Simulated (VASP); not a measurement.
The system is Ti.

```xyz
2
Lattice="2.9500 0.0000 0.0000 -1.4750 2.5548 0.0000 0.0000 0.0000 4.6800" Properties=species:S:1:pos:R:3 pbc="T T T"
Ti    0.0000    1.7032    1.1700
Ti    1.4750    0.8516    3.5100
```

- Program: VASP 6.6.1
- Task: relaxation of cell and atoms
- Functional: PBEsol
- Potentials or basis: VASP PAW PBE potentials, release 64 (Ti_sv)
- Cutoff: 600 eV
- k mesh: 14 × 14 × 8
- Occupations: fermi-dirac, width 0.1 eV
- Spin: no spin polarisation

At the start: pressure -5.8 GPa; volume 17.64 Å³/atom.

Where does the relaxation end?

Over 8 steps the energy falls by 17.7 meV/atom and the volume is 16.70 Å³/atom (-5.3 %); space group P6_3/mmc (No. 194, to 0.1 Å) before and after.

Step by step:
| step | energy change (eV) | largest force (eV/Å) | pressure (GPa) | volume (Å³) |
| --- | --- | --- | --- | --- |
| 1 | 0.0000 | 0.0000 | -5.80 | 35.27 |
| 2 | -0.0158 | 0.0000 | 4.97 | 32.11 |
| 3 | -0.0353 | 0.0000 | -0.01 | 33.41 |
| 4 | -0.0353 | 0.0000 | 0.09 | 33.37 |
| 5 | -0.0353 | 0.0000 | -0.01 | 33.42 |
| 6 | -0.0353 | 0.0000 | -0.06 | 33.42 |
| 7 | -0.0353 | 0.0000 | -0.04 | 33.42 |
| 8 | -0.0353 | 0.0000 | 0.01 | 33.40 |

Final structure:
```
CELL_PARAMETERS angstrom
2.89867 0.00000 0.00000
-1.44933 2.51032 0.00000
0.00000 0.00000 4.58991
ATOMIC_POSITIONS crystal
Ti 0.33333 0.66667 0.25000
Ti 0.66667 0.33333 0.75000
```

Caveat: the PAW data sets were made with another functional, which shifts forces and pressure a little.
